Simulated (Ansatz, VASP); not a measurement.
**Te5Pd in VASP and in Ansatz**

```xyz
6
Lattice="3.7893 2.1878 3.5689 -3.7893 2.1878 3.5689 0.0000 -4.3755 3.5689" Properties=species:S:1:pos:R:3 pbc="T T T"
Te    0.0000    0.0000    1.5454
Te    0.2269    2.1878    3.5689
Te   -2.0081   -0.8974    3.5689
Te    0.0000    0.0000    9.1612
Te    1.7812   -1.2904    3.5689
Pd    0.0000    0.0000    5.3533
```

Change from the starting cell: species swapped into the Ti5Si type (R32, No. 155).

Alike in both runs: functional PBE; k mesh 6 × 6 × 6; occupations gaussian, width 0.1 eV; no spin polarisation.

Ansatz relaxed the structure, and its values are those at the end. VASP's run is a single point on that final structure, the one shown.

|  | VASP | Ansatz |
| --- | --- | --- |
| version | VASP 6.6.1 | Ansatz 0.2.0 |
| potentials or method | VASP PAW PBE potentials, release 64 (Te, Pd), cutoff 520 eV | scalar-relativistic, plane waves, PAW |
| valence electrons in the cell | 40 | 98 |

Ansatz gave:

```
gap on the k mesh at the Fermi level (eV) : none
pressure (GPa)                            : 0.0
```

Task: What did VASP give for the same quantities?

Result: gap on the k mesh at the Fermi level (eV): none; pressure (GPa): -0.1.

A gap of «none» marks a metal or a gap that the smearing closes. VASP's potentials hold 40 valence electrons a cell and Ansatz's 98, so a difference there can come from the potentials and not from the codes.

Neither program's run includes spin-orbit coupling.
